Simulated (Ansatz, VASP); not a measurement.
# KBr in VASP and in Ansatz

The input INCAR:

```
PREC = Accurate ; ENCUT = 520
EDIFF = 1E-7 ; ISMEAR = 0
SIGMA = 0.05 ; LREAL = F
LASPH = T ; NELM = 60
ALGO = Normal ; ISIF = 2
LWAVE = F ; LCHARG = F
GGA = PS ; NBANDS = 15
```

The input KPOINTS:

```
Automatic mesh
0
Gamma
  6 6 6
```

File POSCAR:

```
KBr
1.0
    0.0000000000      3.3772185410      3.3772185410
    3.2748785852      0.1023399558      3.2748785852
    3.2748785852      3.2748785852      0.1023399558
K Br
1 1
Direct
    0.0000000000      0.0000000000      0.0000000000
    0.5000000000      0.5000000000      0.5000000000
```

Input for Ansatz:

```yaml
crystal:
  lattice:
    - [0.0, 3.377218541, 3.377218541]
    - [3.2748785852, 0.1023399558, 3.2748785852]
    - [3.2748785852, 3.2748785852, 0.1023399558]
  atoms:
    - { symbol: K, position: [0.0, 0.0, 0.0] }
    - { symbol: Br, position: [0.5, 0.5, 0.5] }
basis:
  ecutwfc: 420
kpoints:
  mp_grid: { grid: [6, 6, 6] }
hamiltonian:
  xc: pbesol
scf:
  occupations: { method: gaussian, width: 0.05 }
output:
  forces: true
  stress: true
  eigenvalues: true
```

Change from the starting cell: strain +0.0625 x Voigt [0, 0, 0, 1, 0, 0], atoms carried along.

Alike in both runs: task single point; functional PBEsol; k mesh 6 × 6 × 6; occupations gaussian, width 0.05 eV; no spin polarisation.

|  | VASP | Ansatz |
| --- | --- | --- |
| version | VASP 6.6.1 | Ansatz 0.2.0 |
| potentials or method | VASP PAW PBE potentials, release 64 (K_sv, Br), cutoff 520 eV | scalar-relativistic, plane waves, PAW |
| valence electrons in the cell | 16 | 16 |

```tsv
	VASP	Ansatz	Ansatz less VASP
gap on the k mesh at the Fermi level (eV)	4.25	4.25	+0.003
least direct gap on the mesh (eV)	4.25	4.25	+0.003
pressure (GPa)	0.1	0.0	-0.05
traceless stress, the component that is largest in VASP (GPa)	-0.31	-0.32	-0.004
```

VASP's potentials were made for PBE, not for PBEsol.
